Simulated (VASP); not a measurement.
The system is Te2Mo.

```
Te Mo
1.0
     3.51820    0.00000    0.00000
    -1.75910    3.04685    0.00000
     0.00000    0.00000   13.97360
Te Mo
4 2
Direct
  0.62649 0.29893 0.37407
  0.33940 0.68673 0.88432
  0.65985 0.28780 0.12059
  0.35389 0.72628 0.61952
  0.64722 0.29482 0.74498
  0.32111 0.67554 0.24532
```

This cell differs from its parent crystal: atoms moved at random.

- Program: VASP 6.6.1
- Task: relaxation of the atoms
- Functional: LDA
- Potentials or basis: VASP PAW LDA potentials, release 64 (Te, Mo_sv)
- Cutoff: 490 eV
- k mesh: 7 × 7 × 2
- Occupations: gaussian, width 0.03 eV
- Spin: no spin polarisation

At the start: pressure -1.2 GPa; volume 24.96 Å³/atom.

Q: Where does the relaxation end?

A: Over 48 steps the energy falls by 135.5 meV/atom; space group P1 (No. 1, to 0.1 Å) before, P6_3/mmc (No. 194, to 0.1 Å).

The path:
```csv
step,energy change (eV),largest force (eV/Å),pressure (GPa)
1,0.0000,4.1630,-1.17
3,-0.7054,1.1989,-3.38
5,-0.7911,0.3822,-2.33
7,-0.8077,0.1316,-1.55
9,-0.8098,0.0952,-1.65
11,-0.8106,0.0348,-1.75
13,-0.8108,0.0433,-1.74
15,-0.8112,0.0262,-1.71
17,-0.8115,0.0647,-1.67
19,-0.8120,0.0517,-1.68
21,-0.8125,0.0550,-1.71
23,-0.8130,0.0292,-1.79
25,-0.8131,0.0194,-1.77
27,-0.8131,0.0223,-1.77
29,-0.8131,0.0061,-1.75
31,-0.8131,0.0037,-1.75
33,-0.8131,0.0078,-1.75
35,-0.8131,0.0131,-1.76
37,-0.8132,0.0113,-1.76
39,-0.8132,0.0069,-1.76
41,-0.8132,0.0084,-1.76
43,-0.8132,0.0071,-1.75
45,-0.8132,0.0057,-1.75
47,-0.8132,0.0028,-1.75
48,-0.8132,0.0014,-1.75
```

Final structure:
```xyz
6
Lattice="3.5182 0.0000 0.0000 -1.7591 3.0469 0.0000 0.0000 0.0000 13.9736" Properties=species:S:1:pos:R:3 pbc="T T T"
Te    1.7369    1.0005    5.2539
Te   -0.0216    2.0159   12.2388
Te    1.7373    1.0005    1.6826
Te   -0.0215    2.0160    8.6676
Mo    1.7376    1.0004   10.4531
Mo   -0.0220    2.0161    3.4683
```

Caveat: the cell differs from its parent crystal (atoms moved at random).
